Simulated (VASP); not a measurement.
A run of VASP 6.6.1 is set up as follows.

File INCAR:

```
SYSTEM = Ge
ALGO = Normal ; EDIFF = 1E-7
ENCUT = 520 ; GGA = PS
ISIF = 2 ; ISMEAR = 0
LASPH = .TRUE. ; LCHARG = .TRUE.
LELF = .TRUE. ; LREAL = .FALSE.
LVHAR = .TRUE. ; LWAVE = .FALSE.
NBANDS = 21 ; NELM = 60
PREC = Accurate ; SIGMA = 0.15
```

Contents of KPOINTS:

```
k-points
0
G
  20 20 20
  0 0 0
```

Contents of POSCAR:

```
Ge
1.0
   -2.6131070648      2.6131070648      1.3974126432
    2.6131070648     -2.6131070648      1.3974126432
    2.6131070648      2.6131070648     -1.3974126432
Ge
2
Direct
    0.2500000000      0.7500000000      0.5000000000
    0.5000000000      0.5000000000      0.0000000000
```

Potentials or basis: VASP PAW PBE potentials, release 64 (Ge_d).

Command:

```bash
$ cat potpaw_PBE.64/Ge_d/POTCAR > POTCAR
$ mpirun -np 1 vasp_std > vasp.out
```

Question: What does it give for the band gap on the k mesh?

Answer: Zero (band 14 reaches 7.98 eV, above the bottom of band 15 at 3.07 eV).

Question: Predict the pressure.

Answer: -2.8 GPa.

Stress tensor (GPa, compression positive):
```
-3.37  0.00  0.00
 0.00 -3.37  0.00
 0.00  0.00 -1.64
```

Caveat: the cell differs from its parent crystal (strain +0.015 along x and y, +0.000 along z); the PAW data sets were made with another functional, which shifts forces and pressure a little.
